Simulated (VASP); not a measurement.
The system is W.

```
W
1.0
    -1.60075    1.60075    1.60075
     1.60075   -1.60075    1.60075
     1.60075    1.60075   -1.60075
W
1
Direct
  0.00000 0.00000 0.00000
```

| Item | Value |
| --- | --- |
| Program | VASP 6.6.1 |
| Task | relaxation of cell and atoms |
| Functional | LDA |
| Potentials or basis | VASP PAW LDA potentials, release 64 (W_sv) |
| Cutoff | 600 eV |
| k mesh | 8 × 8 × 8 |
| Occupations | gaussian, width 0.1 eV |
| Spin | no spin polarisation |

At the start: pressure -16.5 GPa; volume 16.41 Å³/atom.

Question: Where does the relaxation end?

Answer: Over 4 steps the energy falls by 47.0 meV/atom and the volume is 15.56 Å³/atom (-5.2 %); space group Im-3m (No. 229, to 0.05 Å).

The path:
```tsv
step	energy change (eV)	largest force (eV/Å)	pressure (GPa)	volume (Å³)
1	0.0000	0.0000	-16.52	16.41
2	0.7300	0.0000	104.04	12.71
3	-0.0466	0.0000	-1.82	15.62
4	-0.0470	0.0000	-0.42	15.56
```

Final structure:
```cif
data_structure
_symmetry_space_group_name_H-M 'P 1'
_symmetry_Int_Tables_number 1
_cell_length_a 2.7238
_cell_length_b 2.7238
_cell_length_c 2.7238
_cell_angle_alpha 109.471
_cell_angle_beta 109.471
_cell_angle_gamma 109.471
_cell_volume 15.56
loop_
_atom_site_label
_atom_site_type_symbol
_atom_site_fract_x
_atom_site_fract_y
_atom_site_fract_z
_atom_site_occupancy
W1 W 0.00000 0.00000 0.00000 1
```
